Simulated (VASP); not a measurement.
# LiF (Fm-3m) in VASP: further runs, part 2 of 2

VASP 6.6.1. Earlier steps stand in the parts before.

**5. Single point, PBE (strain +3.0%)**

INCAR

```
PREC     = Accurate       # precision mode
ENCUT    = 520            # plane-wave cutoff, eV
EDIFF    = 1E-7           # SCF threshold, eV
ISMEAR   = 0              # smearing method
SIGMA    = 0.01           # smearing width, eV
LREAL    = F              # projectors in reciprocal space
LASPH    = T              # aspherical terms in the spheres
NELM     = 80             # most SCF steps
ALGO     = Normal         # electronic algorithm
ISIF     = 2              # what is computed and relaxed
LWAVE    = F              # write WAVECAR
LCHARG   = T              # write CHGCAR
GGA      = PE             # functional
LELF     = T              # ELF
LVHAR    = T            
NBANDS   = 12             # bands
```

KPOINTS

```
regular mesh
0
Gamma
  6 6 6
```

POSCAR

```
LiF
1.0
    0.0000000000      2.0547178897      2.0547178897
    2.0547178897      0.0000000000      2.0547178897
    2.0547178897      2.0547178897      0.0000000000
Li F
1 1
Direct
    0.0000000000      0.0000000000      0.0000000000
    0.5000000000      0.5000000000      0.5000000000
```

Potentials or basis: VASP PAW PBE potentials, release 64 (Li_sv, F).

Started as:

```
$ cat potpaw_PBE.64/Li_sv/POTCAR potpaw_PBE.64/F/POTCAR > POTCAR
$ mpirun -np 1 vasp_std > vasp.out
```

OUTCAR:

```text
PREC = Accurate
   ENCUT = 520
   EDIFF = 1E-7
   ISMEAR = 0
   LREAL = F
   LASPH = T
   NELM = 80
   ISIF = 2
   GGA = PE

 ion  position               nearest neighbor table
   1  0.000  0.000  0.000-   2 2.05   2 2.05   2 2.05   2 2.05   2 2.05   2 2.05
   2  0.500  0.500  0.500-   1 2.05   1 2.05   1 2.05   1 2.05   1 2.05   1 2.05

  LATTYP: Found a face centered cubic cell.
 ALAT       =     4.1094357794

  Lattice vectors:
[... 415 lines left out ...]
     11      29.2977      0.00000
     12      31.1644      0.00000

------------------------ aborting loop because EDIFF is reached ----------------------------------------

  FORCE on cell =-STRESS in cart. coord.  units (eV):
  Direction    XX          YY          ZZ          XY          YZ          ZX
  --------------------------------------------------------------------------------------
  -------------------------------------------------------------------------------------
  Total       -0.2543102     -0.2543102     -0.2543102      0.0000000      0.0000000      0.0000000
  in kB      -23.4848468    -23.4848468    -23.4848468      0.0000000      0.0000000      0.0000000
  external PRESSURE =     -23.4848468 kB  Pullay stress =       0.0000000 kB

 VOLUME and BASIS-vectors are now :
 -----------------------------------------------------------------------------
  energy-cutoff  :      520.00
  volume of cell :       17.35
      direct lattice vectors                 reciprocal lattice vectors
     0.000000000  2.054717890  2.054717890    -0.243342408  0.243342408  0.243342408
     2.054717890  0.000000000  2.054717890     0.243342408 -0.243342408  0.243342408
     2.054717890  2.054717890  0.000000000     0.243342408  0.243342408 -0.243342408

 POSITION                                       TOTAL-FORCE (eV/Angst)
 -----------------------------------------------------------------------------------
      0.00000      0.00000      0.00000        -0.000000      0.000000     -0.000000
      2.05472      2.05472      2.05472         0.000000     -0.000000      0.000000
 -----------------------------------------------------------------------------------
    total drift:                               -0.000000     -0.000000      0.000000

  FREE ENERGIE OF THE ION-ELECTRON SYSTEM (eV)
  ---------------------------------------------------
  free  energy   TOTEN  =        -9.6379340041 eV

  energy  without entropy=       -9.6379340041  energy(sigma->0) =       -9.63793400
```

OSZICAR:

```text
N       E                     dE             d eps       ncg     rms          rms(c)
DAV:   1     0.302145814606E+02    0.30215E+02   -0.54575E+03   400   0.838E+02
DAV:   2    -0.907243407500E+01   -0.39287E+02   -0.38498E+02   460   0.183E+02
DAV:   3    -0.101375996129E+02   -0.10652E+01   -0.10615E+01   516   0.265E+01
DAV:   4    -0.101519591420E+02   -0.14360E-01   -0.14359E-01   428   0.324E+00
DAV:   5    -0.101521696796E+02   -0.21054E-03   -0.21054E-03   528   0.309E-01    0.455E+00
DAV:   6    -0.962638661888E+01    0.52578E+00   -0.26092E+00   424   0.984E+00    0.144E+00
DAV:   7    -0.963067870890E+01   -0.42921E-02   -0.18050E-02   508   0.116E+00    0.874E-01
DAV:   8    -0.963780500759E+01   -0.71263E-02   -0.16231E-02   472   0.131E+00    0.114E-01
DAV:   9    -0.963783636707E+01   -0.31359E-04   -0.91877E-04   448   0.272E-01    0.446E-02
DAV:  10    -0.963792956580E+01   -0.93199E-04   -0.15291E-04   420   0.943E-02    0.150E-02
DAV:  11    -0.963793344193E+01   -0.38761E-05   -0.61190E-06   504   0.233E-02    0.154E-03
DAV:  12    -0.963793392822E+01   -0.48630E-06   -0.57409E-07   428   0.657E-03    0.919E-04
DAV:  13    -0.963793400407E+01   -0.75845E-07   -0.51222E-08   344   0.201E-03
   1 F= -.96379340E+01 E0= -.96379340E+01  d E =-.554273E-40
```

stdout:

```text
POSCAR found type information on POSCAR LiF
 POSCAR found :  2 types and       2 ions
 scaLAPACK will be used
 LDA part: xc-table for (Slater+PW92), standard interpolation
 POSCAR, INCAR and KPOINTS ok, starting setup
 FFT: planning ... GRIDC
 FFT: planning ... GRID_SOFT
 FFT: planning ... GRID
 WAVECAR not read
 entering main loop
```

It took 3.2 s on 1 thread of AMD EPYC 9R45 (Zen 5), shared host; peak memory 0.1 GiB.

Results:

* Free energy: -9.6379 eV
* Band gap on the k mesh: 8.57 eV

Levels at points of the mesh, in eV from the valence-band top:
| k point | band 1 | band 2 | band 3 | band 4 | band 5 | band 6 | band 7 | band 8 | band 9 | band 10 |
| --- | --- | --- | --- | --- | --- | --- | --- | --- | --- | --- |
| (0.00, 0.00, 0.00) | -41.06 | -19.81 | 0.00 | 0.00 | 0.00 | 8.57 | 23.18 | 23.18 | 23.18 | 23.73 |
| (0.50, 0.00, 0.00) | -41.02 | -19.43 | -2.34 | -0.21 | -0.21 | 10.46 | 16.04 | 18.42 | 18.42 | 29.30 |
| (0.50, 0.50, 0.00) | -41.01 | -19.20 | -2.76 | -0.91 | -0.91 | 14.26 | 16.19 | 16.73 | 19.54 | 19.54 |

Caveat: the k points lie up to 0.44 Å⁻¹ apart; the cell differs from its parent crystal (strain +3.0%); the cutoff is under 1.25 times the usual one of these potentials, so pressure, stress and relaxed cells hold a basis-set (Pulay) error.

**6. Overview**

```csv
cell,gap on the mesh (eV)
"a = 2.793 Å, angles 60.0°, 2 atoms",9.63
"a = 2.849 Å, angles 60.0°, 2 atoms",9.08
"a = 2.878 Å, angles 60.0°, 2 atoms",8.82
"a = 2.906 Å, angles 60.0°, 2 atoms",8.57
```

Alike in all rows: task single point; level PBE; potentials or basis VASP PAW PBE potentials, release 64 (Li_sv, F); no spin polarisation; k mesh 6 × 6 × 6; cutoff (eV) 520; smearing gaussian 0.01 eV.

Caveats: all runs use coarse meshes; the cutoff is under 1.25 times the usual one of these potentials, so pressure, stress and relaxed cells hold a basis-set (Pulay) error.

Total energies depend on the potentials used, so only differences within one code and one set of settings carry meaning.
